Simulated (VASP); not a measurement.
# MgO (Fm-3m) in VASP: further runs, part 2 of 2

VASP 6.6.1. The steps go on from the part before.

### 3 Relaxation of cell and atoms, LDA, target pressure 6 GPa, at which the enthalpy is minimised

This run uses another cell than the first one, of 8.99 Å³/atom.

Contents of INCAR:

```
SYSTEM = MgO
  PREC = Accurate
  ENCUT = 840
  EDIFF = 1E-7
  ISMEAR = 0
  SIGMA = 0.01
  LREAL = .FALSE.
  LASPH = .TRUE.
  NELM = 120
  ALGO = Normal
  ISIF = 3
  LWAVE = .FALSE.
  LCHARG = .FALSE.
  GGA = CA
  IBRION = 2
  NSW = 80
  EDIFFG = -0.001
  PSTRESS = 60.0
  GGA_COMPAT = .FALSE.
  NELMIN = 4
```

Contents of KPOINTS:

```
regular mesh
0
G
  10 10 10
  0 0 0
```

Contents of POSCAR:

```
MgO
1.0
    0.0000000000      2.0795508132      2.0795508132
    2.0795508132      0.0000000000      2.0795508132
    2.0795508132      2.0795508132      0.0000000000
Mg O
1 1
Direct
    0.0000000000      0.0000000000      0.0000000000
    0.5000000000      0.5000000000      0.5000000000
```

Potentials or basis: VASP PAW LDA potentials, release 64 (Mg_sv, O).

The run is started by

```console
$ cat potpaw_LDA.64/Mg_sv/POTCAR potpaw_LDA.64/O/POTCAR > POTCAR
$ mpirun -np 1 vasp_std > vasp.out
```

OUTCAR:

```text
SYSTEM = MgO
   PREC = Accurate
   ENCUT = 840
   EDIFF = 1E-7
   ISMEAR = 0
   LREAL = .FALSE.
   LASPH = .TRUE.
   NELM = 120
   ISIF = 3
   GGA = CA
   IBRION = 2
   NSW = 80
   EDIFFG = -0.001
   PSTRESS = 60.0
   NELMIN = 4

 ion  position               nearest neighbor table
   1  0.000  0.000  0.000-   2 2.08   2 2.08   2 2.08   2 2.08   2 2.08   2 2.08
   2  0.500  0.500  0.500-   1 2.08   1 2.08   1 2.08   1 2.08   1 2.08   1 2.08

  LATTYP: Found a face centered cubic cell.
 ALAT       =     4.1591016264

  Lattice vectors:

 A1 = (   0.0000000000,   2.0795508132,   2.0795508132)
 A2 = (   2.0795508132,   0.0000000000,   2.0795508132)
 A3 = (   2.0795508132,   2.0795508132,   0.0000000000)

Analysis of symmetry for initial positions (statically):
=====================================================================
 Subroutine PRICEL returns:
 Original cell was already a primitive cell.

 Routine SETGRP: Setting up the symmetry group for a
 face centered cubic supercell.

 Subroutine GETGRP returns: Found 48 space group operations
 (whereof 48 operations were pure point group operations)
 out of a pool of 48 trial point group operations.

The static configuration has the point symmetry O_h .

Analysis of symmetry for dynamics (positions and initial velocities):
=====================================================================
 Subroutine PRICEL returns:
 Original cell was already a primitive cell.

[... 232 lines left out ...]
 number of electron      16.0000004 magnetization

 Free energy of the ion-electron system (eV)
  ---------------------------------------------------
  ext. energy  EPLUGINS =         0.00000000
  ---------------------------------------------------
  free energy    TOTEN  =       -13.22328525 eV

  energy without entropy =      -13.22328525  energy(sigma->0) =      -13.22328525

 E-fermi :   3.1358     XC(G=0): -12.2781

 val. band max:        3.0741214314   @ k =   0.0000   0.0000   0.0000
 cond. band min:       8.4094043368   @ k =   0.0000   0.0000   0.0000
 fundamental gap:      5.3352829054
 Fermi energy:         3.1357530034

 k-point     1 :       0.0000    0.0000    0.0000
  band No.  band energies     occupation
      1     -68.0535      2.00000
      2     -35.5054      2.00000
      3     -35.5054      2.00000
      4     -35.5054      2.00000
      5     -14.2659      2.00000
      6       3.0741      2.00000
      7       3.0741      2.00000
      8       3.0741      2.00000
      9       8.4094      0.00000
     10      18.9613      0.00000
     11      18.9613      0.00000
     12      18.9613      0.00000
[... 331 lines left out ...]
 k-point    24 :       0.4000    0.3000    0.0000
  band No.  band energies     occupation
      1     -68.0398      2.00000
      2     -35.5888      2.00000
      3     -35.5385      2.00000
      4     -35.5351      2.00000
      5     -12.8023      2.00000
      6      -0.7575      2.00000
      7       1.6529      2.00000
      8       1.8940      2.00000
      9      12.9470      0.00000
     10      13.4294      0.00000
     11      17.1192      0.00000
     12      21.8119      0.00000

 [... further k-points ...]

------------------------ aborting loop because EDIFF is reached ----------------------------------------

  FORCE on cell =-STRESS in cart. coord.  units (eV):
  Direction    XX          YY          ZZ          XY          YZ          ZX
  --------------------------------------------------------------------------------------
  -------------------------------------------------------------------------------------
  Total        0.6547054      0.6547054      0.6547054     -0.0000000     -0.0000000      0.0000000
  in kB       59.9703567     59.9703567     59.9703567     -0.0000000     -0.0000000      0.0000000
  external PRESSURE =      -0.0296433 kB  Pullay stress =      60.0000000 kB
[... 21 lines left out ...]
  energy  without entropy=      -13.2232852510  energy(sigma->0) =      -13.22328525

  enthalpy is  TOTEN    =       -12.5682562723 eV   P V=        0.6550289787

 reached required accuracy - stopping structural energy minimisation
```

OSZICAR:

```text
N       E                     dE             d eps       ncg     rms          rms(c)
DAV:   1     0.159799269961E+03    0.15980E+03   -0.14113E+04  1128   0.221E+03
DAV:   2    -0.858599247515E+01   -0.16839E+03   -0.15921E+03  1248   0.498E+02
DAV:   3    -0.147422848150E+02   -0.61563E+01   -0.61094E+01  1480   0.960E+01
[... 26 lines left out ...]
DAV:   4    -0.132231597834E+02    0.65701E-04   -0.10693E-03  1532   0.323E-01    0.325E-02
DAV:   5    -0.132232737999E+02   -0.11402E-03   -0.33847E-04  1456   0.236E-01    0.224E-02
DAV:   6    -0.132232890884E+02   -0.15288E-04   -0.22442E-05  1548   0.657E-02    0.614E-03
DAV:   7    -0.132232852648E+02    0.38236E-05   -0.47503E-06  1332   0.436E-02    0.977E-04
DAV:   8    -0.132232852510E+02    0.13807E-07   -0.64223E-08   832   0.485E-03
   3 F= -.12568256E+02 E0= -.12568256E+02  d E =-.842334E-02
```

Run time: 94 s. Hardware: 1 thread of AMD EPYC, shared host; peak memory 0.12 GiB.

Results:

```yaml
Free_energy: -13.2233 eV
Relaxed_volume: 8.75 Å³/atom
Relaxed_cell: a = 2.914 Å, b = 2.914 Å, c = 2.914 Å, α = 60.00°, β = 60.00°, γ = 60.00°
Space_group_after_relaxing_to_0.1_Å: Fm-3m (No. 225)
Energy_change_on_relaxing_the_run_minimises_the_enthalpy: +5.1 meV/atom
Ionic_steps: 3
Pressure_after_relaxing: 6.0 GPa
Band_gap_on_the_k_mesh: 5.34 eV
```

Step by step:
| step | energy change (eV) | largest force (eV/Å) | pressure (GPa) | volume (Å³) |
| --- | --- | --- | --- | --- |
| 1 | 0.0000 | 0.0000 | 0.64 | 17.99 |
| 2 | 0.0233 | 0.0000 | 9.28 | 17.21 |
| 3 | 0.0101 | 0.0000 | 6.00 | 17.49 |

Final structure:
```yaml
crystal:
  lattice:
    - [0.00000, 2.06030, 2.06030]
    - [2.06030, 0.00000, 2.06030]
    - [2.06030, 2.06030, 0.00000]
  atoms:
    - { symbol: Mg, position: [0.00000, 0.00000, 0.00000] }
    - { symbol: O, position: [0.50000, 0.50000, 0.50000] }
```

Caveat: the cell is relaxed towards a set pressure, so the run minimises the enthalpy, not the energy. LDA usually gives volumes a few per cent too small.

### 4 Single point, LDA

This run uses another cell than the first one, of 8.24 Å³/atom.

Contents of INCAR:

```
SYSTEM = MgO
PREC     = Accurate       ! precision mode
ENCUT    = 600            ! plane-wave cutoff, eV
EDIFF    = 1E-6           ! SCF threshold, eV
ISMEAR   = 0              ! smearing method
SIGMA    = 0.01           ! smearing width, eV
LREAL    = .FALSE.        ! projectors in reciprocal space
LASPH    = .TRUE.         ! aspherical terms in the spheres
NELM     = 120            ! most SCF steps
ALGO     = Normal         ! electronic algorithm
ISIF     = 2              ! what is computed and relaxed
LWAVE    = .FALSE.        ! write WAVECAR
LCHARG   = .FALSE.        ! write CHGCAR
GGA      = CA             ! functional
NBANDS   = 11             ! bands
GGA_COMPAT= .FALSE.
```

Contents of KPOINTS:

```
Automatic mesh
0
G
  10 10 10
  0 0 0
```

Contents of POSCAR:

```
MgO
1.0
    0.0000000000      2.0200642556      2.0200642556
    2.0200642556      0.0000000000      2.0200642556
    2.0200642556      2.0200642556      0.0000000000
Mg O
1 1
Direct
    0.0000000000      0.0000000000      0.0000000000
    0.5000000000      0.5000000000      0.5000000000
```

Potentials or basis: VASP PAW LDA potentials, release 64 (Mg, O).

The run is started by

```console
$ cat potpaw_LDA.64/Mg/POTCAR potpaw_LDA.64/O/POTCAR > POTCAR
$ mpirun -np 1 vasp_std > vasp.out
```

Run time: 16 s. Hardware: 1 thread of Intel Xeon 8259CL, shared host; peak memory 0.13 GiB.

The run converged. Its results:

| Item | Value |
| --- | --- |
| Free energy | -13.3842 eV |
| Pressure | 16.0 GPa |
| Band gap on the k mesh | 5.98 eV |

Levels at points of the mesh, in eV from the valence-band top:
```
           k point  band 1  band 2  band 3  band 4  band 5  band 6  band 7  band 8  band 9
(0.00, 0.00, 0.00)  -17.71    0.00    0.00    0.00    5.98   16.20   16.20   16.20   20.57
(0.50, 0.00, 0.00)  -16.00   -5.29   -0.82   -0.82    8.55   13.84   17.31   17.31   22.51
(0.50, 0.50, 0.00)  -15.69   -4.70   -1.56   -1.56    8.98   11.13   14.26   20.60   20.60
```

Caveat: the cell stands under pressure.

### 5 Single point, LDA

This run uses another cell than the first one, of 7.75 Å³/atom.

Contents of INCAR:

```
SYSTEM = MgO
ALGO = Normal ; EDIFF = 1E-6
ENCUT = 600 ; GGA_COMPAT = .False.
ISIF = 2 ; ISMEAR = 0
LASPH = .True. ; LCHARG = .True.
LELF = .True. ; LREAL = .False.
LVHAR = .True. ; LWAVE = .False.
NBANDS = 11 ; NELM = 120
PREC = Accurate ; SIGMA = 0.01
```

Contents of KPOINTS:

```
k-points
0
Gamma
  10 10 10
  0 0 0
```

Contents of POSCAR:

```
MgO
1.0
    0.0000000000      1.9788009607      1.9788009607
    1.9788009607      0.0000000000      1.9788009607
    1.9788009607      1.9788009607      0.0000000000
Mg O
1 1
Direct
    0.0000000000      0.0000000000      0.0000000000
    0.5000000000      0.5000000000      0.5000000000
```

The run is started by

```console
$ cat potpaw_LDA.64/Mg/POTCAR potpaw_LDA.64/O/POTCAR > POTCAR
$ mpirun -np 1 vasp_std > vasp.out
```

It took 14 s on 1 thread of Intel Xeon 8259CL, shared host; peak memory 0.13 GiB.

It converged, with:

```
Free energy            : -13.2324 eV
Pressure               : 33.0 GPa
Band gap on the k mesh : 6.71 eV
```

Levels at points of the mesh, in eV from the valence-band top:
```csv
k point,band 1,band 2,band 3,band 4,band 5,band 6,band 7,band 8
"(0.00, 0.00, 0.00)",-18.09,0.00,0.00,0.00,6.71,16.53,16.53,16.53
"(0.50, 0.00, 0.00)",-16.19,-5.60,-0.92,-0.92,8.97,14.58,17.99,17.99
"(0.50, 0.50, 0.00)",-15.86,-4.98,-1.65,-1.65,9.00,11.89,14.99,21.65
```

Caveat: the cell stands under pressure.

### 6 The runs side by side

| task | potentials or basis | cell | cutoff (eV) | gap on the mesh (eV) | pressure (GPa) |
| --- | --- | --- | --- | --- | --- |
| single point | VASP PAW LDA potentials, release 64 (Mg_sv, O) | a = 2.909 Å, angles 60.0°, 2 atoms | 840 | 5.38 | 6.8 |
| relaxation of cell and atoms | VASP PAW LDA potentials, release 64 (Mg_sv, O) | relaxed to 6 GPa from a = 2.941 Å, angles 60.0°, 2 atoms | 840 | 5.34 | 6.0 |
| single point | VASP PAW LDA potentials, release 64 (Mg, O) | a = 2.857 Å, angles 60.0°, 2 atoms | 600 | 5.98 | 16.0 |
| single point | VASP PAW LDA potentials, release 64 (Mg, O) | a = 2.798 Å, angles 60.0°, 2 atoms | 600 | 6.71 | 33.0 |

Alike in all rows: level LDA; no spin polarisation; k mesh 10 × 10 × 10; smearing gaussian 0.01 eV.

Caveats: the cell stands under pressure (at least some runs); the cell is relaxed towards a set pressure, so the run minimises the enthalpy, not the energy (at least some runs).

Absolute energies hang on the potentials; compare differences alone.
